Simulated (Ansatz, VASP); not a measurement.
## Ti in VASP and in Ansatz

The input INCAR:

```
SYSTEM = Ti
PREC = Accurate
ENCUT = 520
EDIFF = 1E-6
ISMEAR = 0
SIGMA = 0.15
LREAL = .False.
LASPH = .True.
NELM = 100
ALGO = Fast
ISIF = 2
LWAVE = .False.
LCHARG = .False.
GGA = PS
NBANDS = 19
```

File KPOINTS:

```
regular mesh
0
Gamma
  18 18 10
  0 0 0
```

File POSCAR:

```
Ti
1.0
    2.9499978604      0.0000000000      0.0000000000
   -1.4749989302      2.5547730882      0.0000000000
    0.0000000000      0.0000000000      4.8500100000
Ti
2
Direct
    0.3333333333      0.6666666667      0.2500000000
    0.6666666667      0.3333333333      0.7500000000
```

Input for Ansatz:

```yaml
crystal:
  lattice:
    - [2.9499978604, 0.0, 0.0]
    - [-1.4749989302, 2.5547730882, 0.0]
    - [0.0, 0.0, 4.85001]
  atoms:
    - { symbol: Ti, position: [0.3333333333, 0.6666666667, 0.25] }
    - { symbol: Ti, position: [0.6666666667, 0.3333333333, 0.75] }
basis:
  ecutwfc: 420
kpoints:
  mp_grid: { grid: [18, 18, 10] }
hamiltonian:
  xc: pbesol
scf:
  occupations: { method: gaussian, width: 0.15 }
output:
  forces: true
  stress: true
  eigenvalues: true
```

Change from the starting cell: strain +0.0350 x Voigt [0, 0, 1, 0, 0, 0], atoms carried along.

Alike in both runs: task single point; functional PBEsol; k mesh 18 × 18 × 10; occupations gaussian, width 0.15 eV; no spin polarisation.

|  | VASP | Ansatz |
| --- | --- | --- |
| version | VASP 6.6.1 | Ansatz 0.2.0 |
| potentials or method | VASP PAW PBE potentials, release 64 (Ti_sv), cutoff 520 eV | scalar-relativistic, plane waves, PAW |
| valence electrons in the cell | 24 | 24 |

```csv
,VASP,Ansatz,Ansatz less VASP
gap on the k mesh at the Fermi level (eV),none,none,-
pressure (GPa),-9.2,-9.0,+0.20
"traceless stress, the component that is largest in VASP (GPa)",-2.54,-2.56,-0.022
```

VASP's potentials were made for PBE, not for PBEsol. A gap of «none» marks a metal or a gap that the smearing closes.
